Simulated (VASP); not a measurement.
Runs of VASP 6.6.1 on GaSb. The structure is that of space group Immm (No. 71), or close to it. The cells are those of the table. 

```csv
task,level,cell,k mesh,cutoff (eV),smearing,grid for exact exchange (PRECFOCK),share of exact exchange,screening parameter,gap on the mesh (eV),pressure (GPa)
relaxation of cell and atoms,PBE,"relaxed to 5 GPa from a = 4.236 Å, angles 136.9, 101.7, 93.9°, 2 atoms",10 × 10 × 10,600,fermi-dirac 0.05 eV,-,-,-,none,5.0
single point,PBE0,"a = 4.236 Å, angles 136.9, 101.7, 93.9°, 2 atoms",5 × 5 × 5,520,fermi-dirac 0.05 eV,Normal,0.25,-,none,-2.7
single point,PBE,"a = 4.236 Å, angles 136.9, 101.7, 93.9°, 2 atoms",4 × 4 × 4,520,fermi-dirac 0.06 eV,-,-,-,none,-0.9
relaxation of cell and atoms,PBE,"relaxed to 10 GPa from a = 4.236 Å, angles 136.9, 101.7, 93.9°, 2 atoms",10 × 10 × 10,600,fermi-dirac 0.05 eV,-,-,-,none,10.0
single point,HSE06,"a = 4.085 Å, angles 131.2, 107.7, 92.1°, 2 atoms",5 × 5 × 5,400,fermi-dirac 0.05 eV,Normal,0.25,0.2079 1/Å,none,(a)
single point,PBEsol,"a = 4.236 Å, angles 136.9, 101.7, 93.9°, 2 atoms",10 × 10 × 10,520,gaussian 0.02 eV,-,-,-,none,-3.1
single point,PBE,"a = 4.236 Å, angles 136.9, 101.7, 93.9°, 2 atoms",10 × 10 × 10,520,gaussian 0.05 eV,-,-,-,none,(b)
relaxation of cell and atoms,PBE,"relaxed to 2 GPa from a = 4.236 Å, angles 136.9, 101.7, 93.9°, 2 atoms",10 × 10 × 10,600,fermi-dirac 0.05 eV,-,-,-,none,2.0
```

Alike in all rows: no spin polarisation.

Problem. Estimate the missing entries.

Solution. (a) -0.8; (b) -0.1.

Caveats: some runs use coarse meshes; spin-orbit coupling is left out, which moves the levels of the heavy elements; the cell is relaxed towards a set pressure, so the run minimises the enthalpy, not the energy (at least some runs); the PAW data sets were made with another functional, which shifts forces and pressure a little (at least some runs); the cell stands under tension (at least some runs).

A k mesh can miss the band edges, and the runs leave out spin-orbit coupling on Ga, Sb.

A gap of «none» marks levels without a gap at the run's occupations.
